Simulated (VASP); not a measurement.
# Ru (P6/mmm) in VASP: single point with BLYP

Aim: the single point of Ru with BLYP.

Everything below comes from runs of VASP 6.6.1. Logs are shortened: lines on timing, memory, paths and dates and some standing lists are left out, and cuts for length are marked.

## 1. The cell of the first run

The structure is hexagonal, space group P6/mmm (No. 191). Conventional cell: a = 4.151 Å, b = 4.151 Å, c = 2.619 Å, α = 90.00°, β = 90.00°, γ = 120.00°. Within 3.5 Å of Ru (site symmetry 6/mmm) lie 14 Ru at 2.62 to 2.73 Å. Ru (site symmetry -6m2) has 11 Ru at 2.40 to 2.73 Å within 3.2 Å.

This isn't the form of Ru at room conditions, which is hcp.

## 2. Single point, BLYP (13.03 Å³/atom)

File INCAR:

```
SYSTEM = Ru
PREC = Accurate
ENCUT = 600
EDIFF = 1E-6
ISMEAR = -1
SIGMA = 0.1
LREAL = .FALSE.
LASPH = .TRUE.
NELM = 120
ALGO = Normal
ISIF = 2
LWAVE = .FALSE.
LCHARG = .FALSE.
GGA = B5
ALDAX = 1.0
AGGAX = 1.0
AGGAC = 1.0
ALDAC = 0.0
NBANDS = 31
GGA_COMPAT = .FALSE.
```

File KPOINTS:

```
Automatic mesh
0
G
  10 10 13
  0 0 0
```

File POSCAR:

```
Ru
1.0
    4.1512642749      0.0000000000      0.0000000000
   -2.0756321374      3.5951003199      0.0000000000
    0.0000000000      0.0000000000      2.6187606147
Ru
3
Direct
    0.0000000000      0.0000000000      0.0000000000
    0.3333333333      0.6666666667      0.5000000000
    0.6666666667      0.3333333333      0.5000000000
```

Potentials or basis: VASP PAW PBE potentials, release 64 (Ru_sv).

Command:

```console
cat potpaw_PBE.64/Ru_sv/POTCAR > POTCAR
mpirun -np 1 vasp_std > vasp.out
```

OUTCAR:

```text
SYSTEM = Ru
   PREC = Accurate
   ENCUT = 600
   EDIFF = 1E-6
   ISMEAR = -1
   LREAL = .FALSE.
   LASPH = .TRUE.
   NELM = 120
   ISIF = 2
   GGA = B5

 ion  position               nearest neighbor table
   1  0.000  0.000  0.000-   2 2.73   3 2.73   2 2.73   3 2.73   2 2.73   2 2.73   3 2.73   3 2.73
                             3 2.73   3 2.73   2 2.73   2 2.73
   2  0.333  0.667  0.500-   3 2.40   3 2.40   3 2.40   1 2.73   1 2.73   1 2.73   1 2.73   1 2.73
                             1 2.73
   3  0.667  0.333  0.500-   2 2.40   2 2.40   2 2.40   1 2.73   1 2.73   1 2.73   1 2.73   1 2.73
                             1 2.73

  LATTYP: Found a hexagonal cell.
 ALAT       =     4.1512642749
 C/A-ratio  =     0.6308344739

  Lattice vectors:

 A1 = (   4.1512642749,   0.0000000000,   0.0000000000)
 A2 = (  -2.0756321374,   3.5951003199,   0.0000000000)
 A3 = (   0.0000000000,   0.0000000000,   2.6187606147)

Analysis of symmetry for initial positions (statically):
=====================================================================
 Subroutine PRICEL returns:
 Original cell was already a primitive cell.

 Routine SETGRP: Setting up the symmetry group for a
 hexagonal supercell.

 Subroutine GETGRP returns: Found 24 space group operations
 (whereof 24 operations were pure point group operations)
 out of a pool of 24 trial point group operations.

The static configuration has the point symmetry D_6h.

Analysis of symmetry for dynamics (positions and initial velocities):
=====================================================================
 Subroutine PRICEL returns:
 Original cell was already a primitive cell.

 Routine SETGRP: Setting up the symmetry group for a
 hexagonal supercell.

 Subroutine GETGRP returns: Found 24 space group operations
 (whereof 24 operations were pure point group operations)
 out of a pool of 24 trial point group operations.

The dynamic configuration has the point symmetry D_6h.

 Subroutine INISYM returns: Found 24 space group operations
 (whereof 24 operations are pure point group operations),
 and found     1 'primitive' translations

----------------------------------------------------------------------------------------

                                     Primitive cell

  volume of cell :      39.0829

  direct lattice vectors                    reciprocal lattice vectors
     4.151264275  0.000000000  0.000000000     0.240890469  0.139078177  0.000000000
    -2.075632137  3.595100320  0.000000000     0.000000000  0.278156355  0.000000000
     0.000000000  0.000000000  2.618760615     0.000000000  0.000000000  0.381860027

  length of vectors
     4.151264275  4.151264275  2.618760615     0.278156355  0.278156355  0.381860027

  position of ions in fractional coordinates (direct lattice)
     0.000000000  0.000000000  0.000000000
     0.333333333  0.666666667  0.500000000
     0.666666667  0.333333333  0.500000000

  ion indices of the primitive-cell ions
   primitive index   ion index
                 1           1
                 2           2
                 3           3

----------------------------------------------------------------------------------------

 KPOINTS: Automatic mesh

Automatic generation of k-mesh.
 Grid dimensions read from file:
 generate k-points for:   10   10   13

 Generating k-lattice:

  Cartesian coordinates                     Fractional coordinates (reciprocal lattice)
     0.024089047  0.013907818  0.000000000     0.100000000 -0.000000000  0.000000000
     0.000000000  0.027815635  0.000000000     0.000000000  0.100000000  0.000000000
     0.000000000  0.000000000  0.029373848     0.000000000  0.000000000  0.076923077

  Length of vectors
     0.027815635  0.027815635  0.029373848

  Shift w.r.t. Gamma in fractional coordinates (k-lattice)
     0.000000000  0.000000000  0.000000000

 Subroutine IBZKPT returns following result:
 ===========================================

 Found     98 irreducible k-points:

 Following reciprocal coordinates:
            Coordinates               Weight
  0.000000  0.000000  0.000000      1.000000
  0.100000  0.000000  0.000000      6.000000
  0.200000  0.000000  0.000000      6.000000
  0.300000  0.000000  0.000000      6.000000
  0.400000  0.000000  0.000000      6.000000
  0.500000  0.000000  0.000000      3.000000
[... 16 lines left out ...]
  0.300000  0.100000  0.076923     24.000000
  0.400000  0.100000  0.076923     24.000000
 [... further k-points ...]
   k-points           NKPTS =     98   k-points in BZ     NKDIM =     98   number of bands    NBANDS=     31
   number of dos      NEDOS =    301   number of ions     NIONS =      3
   total plane-waves  NPLWV =  31104
   dimension x,y,z NGX =    36 NGY =   36 NGZ =   24
   dimension x,y,z NGXF=    72 NGYF=   72 NGZF=   48
   ions per type =               3
   NGX,Y,Z   is equivalent  to a cutoff of  14.42, 14.42, 15.24 a.u.
   NGXF,Y,Z  is equivalent  to a cutoff of  28.83, 28.83, 30.47 a.u.
 SYSTEM =  Ru
   PREC   = accura    normal or accurate (medium, high low for compatibility)
   ISTART =      0    job   : 0-new  1-cont  2-samecut
   ICHARG =      2    charge: 1-file 2-atom 10-const
   ISPIN  =      1    spin polarized calculation?
   LNONCOLLINEAR =      F non collinear calculations
   LSORBIT =      F    spin-orbit coupling
   LASPH  =      T    aspherical Exc in radial PAW
   ENCUT  =  600.0 eV  44.10 Ry    6.64 a.u.   8.29  8.29  5.23*2*pi/ulx,y,z
   NELM   =    120;   NELMIN=  2; NELMDL= -5     # of ELM steps
   EDIFF  = 0.1E-05   stopping-criterion for ELM
   LREAL  =      F    real-space projection
   EDIFFG = 0.1E-04   stopping-criterion for IOM
   NSW    =      0    number of steps for IOM
   IBRION =     -1    ionic relax: 0-MD 1-quasi-New 2-CG
   NFREE  =      0    steps in history (QN), initial steepest desc. (CG)
   ISIF   =      2    stress and relaxation
   ISYM   =      2    0-nonsym 1-usesym 2-fastsym
   POTIM  = 0.5000    time-step for ionic-motion
   TEBEG  =    0.0;   TEEND  =   0.0 temperature during run
   PSTRESS=    0.0 pullay stress
   NELECT =      48.0000    total number of electrons
   NUPDOWN=      -1.0000    fix difference up-down
   EMIN   =  10.00;   EMAX   =-10.00  energy-range for DOS
   EFERMI =   0.00;   METHOD = LEGACY
   ISMEAR =    -1;   SIGMA  =   0.10  broadening in eV -4-tet -1-fermi 0-gaus
   EFERMI_NEDOS =   21; number of points for ismear=-14 and -15
   IALGO  =     38    algorithm
   IMIX   =      4    mixing-type and parameters
     AMIX     =   0.40;   BMIX     =  1.00
     AMIX_MAG =   1.60;   BMIX_MAG =  1.00
  volume/ion in A,a.u.               =      13.03        87.91
  Fermi-wavevector in a.u.,A,eV,Ry     =   1.753179  3.313027 41.819349  3.073635
  Thomas-Fermi vector in A             =   2.823365
   LORBIT       =      0    0 simple, 1 ext, 2 COOP (PROOUT), +10 PAW based schemes
   GGA     = B5    functional components
   LHFCALC =     F    Hartree Fock is set to
   AEXX    =    0.0000 exact exchange contribution
   IVDW    =     0    specifies the selected vdW correction
   LEPSILON=     F    determine dielectric tensor
   LRPA    =     F    only Hartree local field effects (RPA)
 non-spin polarized calculation
  energy-cutoff  :      600.00
  volume of cell :       39.08
 maximum number of plane-waves:      1337
 NGX is ok and might be reduce to    36
   NGX = 17   NGY = 17   NGZ = 11

 number of electron      48.0000005 magnetization

 Free energy of the ion-electron system (eV)
  ---------------------------------------------------
  ext. energy  EPLUGINS =         0.00000000
  ---------------------------------------------------
  free energy    TOTEN  =       -22.61812797 eV

  energy without entropy =      -22.51209918  energy(sigma->0) =      -22.56511358

 E-fermi :  16.7845     XC(G=0): -13.8030

 val. band max:       16.7804868952   @ k =   0.5000   0.0000   0.3077
 cond. band min:      16.7897420649   @ k =   0.2000   0.0000   0.1538
 fundamental gap:      0.0092551697
 Fermi energy:        16.7845289533

 k-point     1 :       0.0000    0.0000    0.0000
  band No.  band energies     occupation
      1     -56.3901      2.00000
      2     -56.0462      2.00000
      3     -56.0245      2.00000
      4     -26.9575      2.00000
      5     -26.9575      2.00000
      6     -26.4612      2.00000
[... 23 lines left out ...]
     30      26.9460      0.00000
     31      27.0212      0.00000

 k-point     2 :       0.1000    0.0000    0.0000
  band No.  band energies     occupation
      1     -56.3811      2.00000
      2     -56.0482      2.00000
      3     -56.0318      2.00000
      4     -26.9906      2.00000
      5     -26.9630      2.00000
      6     -26.4199      2.00000
[... 23 lines left out ...]
     30      25.2298      0.00000
     31      27.3985      0.00000

 k-point     3 :       0.2000    0.0000    0.0000
  band No.  band energies     occupation
      1     -56.3555      2.00000
      2     -56.0569      2.00000
      3     -56.0497      2.00000
      4     -27.0613      2.00000
      5     -26.9538      2.00000
      6     -26.3258      2.00000
[... 23 lines left out ...]
     30      23.4962      0.00000
     31      27.5697      0.00000

 k-point     4 :       0.3000    0.0000    0.0000
  band No.  band energies     occupation
      1     -56.3170      2.00000
      2     -56.0889      2.00000
      3     -56.0574      2.00000
      4     -27.1306      2.00000
      5     -26.8972      2.00000
      6     -26.2205      2.00000
[... 23 lines left out ...]
     30      21.8074      0.00000
     31      27.7980      0.00000

 k-point     5 :       0.4000    0.0000    0.0000
  band No.  band energies     occupation
      1     -56.2733      2.00000
      2     -56.1289      2.00000
      3     -56.0622      2.00000
      4     -27.1782      2.00000
      5     -26.7915      2.00000
      6     -26.2905      2.00000
[... 23 lines left out ...]
     30      20.1900      0.00000
     31      28.0031      0.00000
[... 542 lines left out ...]
     30      23.9421      0.00000
     31      27.9577      0.00000

 k-point    22 :       0.2000    0.1000    0.0769
  band No.  band energies     occupation
      1     -56.3259      2.00000
      2     -56.0692      2.00000
      3     -56.0541      2.00000
      4     -27.0827      2.00000
      5     -26.9337      2.00000
      6     -26.2460      2.00000
[... 23 lines left out ...]
     30      22.4543      0.00000
     31      28.2059      0.00000

 k-point    23 :       0.3000    0.1000    0.0769
  band No.  band energies     occupation
      1     -56.2844      2.00000
      2     -56.1063      2.00000
      3     -56.0597      2.00000
      4     -27.1322      2.00000
      5     -26.8557      2.00000
      6     -26.2389      2.00000
[... 23 lines left out ...]
     30      21.0247      0.00000
     31      28.3681      0.00000

 k-point    24 :       0.4000    0.1000    0.0769
  band No.  band energies     occupation
      1     -56.2452      2.00000
      2     -56.1428      2.00000
      3     -56.0631      2.00000
      4     -27.1602      2.00000
      5     -26.7478      2.00000
      6     -26.4003      2.00000
[... 23 lines left out ...]
     30      19.7681      0.00000
     31      28.4803      0.00000

 [... further k-points ...]

------------------------ aborting loop because EDIFF is reached ----------------------------------------

  FORCE on cell =-STRESS in cart. coord.  units (eV):
  Direction    XX          YY          ZZ          XY          YZ          ZX
  --------------------------------------------------------------------------------------
  -------------------------------------------------------------------------------------
  Total       11.3209342     11.3209342      9.9502991      0.0000000      0.0000000      0.0000000
  in kB      464.0936779    464.0936779    407.9054641      0.0000000      0.0000000      0.0000000
  external PRESSURE =     445.3642733 kB  Pullay stress =       0.0000000 kB

 VOLUME and BASIS-vectors are now :
 -----------------------------------------------------------------------------
  energy-cutoff  :      600.00
  volume of cell :       39.08
      direct lattice vectors                 reciprocal lattice vectors
     4.151264275  0.000000000  0.000000000     0.240890469  0.139078177  0.000000000
    -2.075632137  3.595100320  0.000000000     0.000000000  0.278156355  0.000000000
     0.000000000  0.000000000  2.618760615     0.000000000  0.000000000  0.381860027

 POSITION                                       TOTAL-FORCE (eV/Angst)
 -----------------------------------------------------------------------------------
      0.00000      0.00000      0.00000        -0.000000     -0.000000     -0.000000
     -0.00000      2.39673      1.30938        -0.000000      0.000000      0.000000
      2.07563      1.19837      1.30938         0.000000     -0.000000     -0.000000
 -----------------------------------------------------------------------------------
    total drift:                                0.000000      0.000000     -0.000000

  FREE ENERGIE OF THE ION-ELECTRON SYSTEM (eV)
  ---------------------------------------------------
  free  energy   TOTEN  =       -22.6181279656 eV

  energy  without entropy=      -22.5120991848  energy(sigma->0) =      -22.56511358
```

It took 2.2 min on 1 thread of Intel Xeon Platinum 8259CL at 2.50GHz (Skylake/Cascade Lake), shared host; peak memory 0.25 GiB.

What came out:

| Quantity | Value |
| --- | --- |
| Free energy | -22.6181 eV |
| Pressure | 44.5 GPa |
| Band gap on the k mesh | zero (bands 24 and 25 overlap by 2.62 eV) |

Levels at points of the mesh, in eV from the Fermi level:
| k point | band 20 | band 21 | band 22 | band 23 | band 24 | band 25 | band 26 | band 27 | band 28 | band 29 |
| --- | --- | --- | --- | --- | --- | --- | --- | --- | --- | --- |
| (0.00, 0.00, 0.00) | -3.04 | -2.36 | -2.36 | -1.65 | -1.65 | -1.53 | -1.53 | 1.84 | 1.84 | 10.16 |
| (0.50, 0.00, 0.00) | -2.92 | -2.64 | -1.35 | -1.27 | 0.48 | 0.84 | 0.87 | 0.89 | 1.46 | 1.75 |

Caveat: the stress differs along the axes, from 41 to 46 GPa; the PAW data sets were made with another functional, which shifts forces and pressure a little.
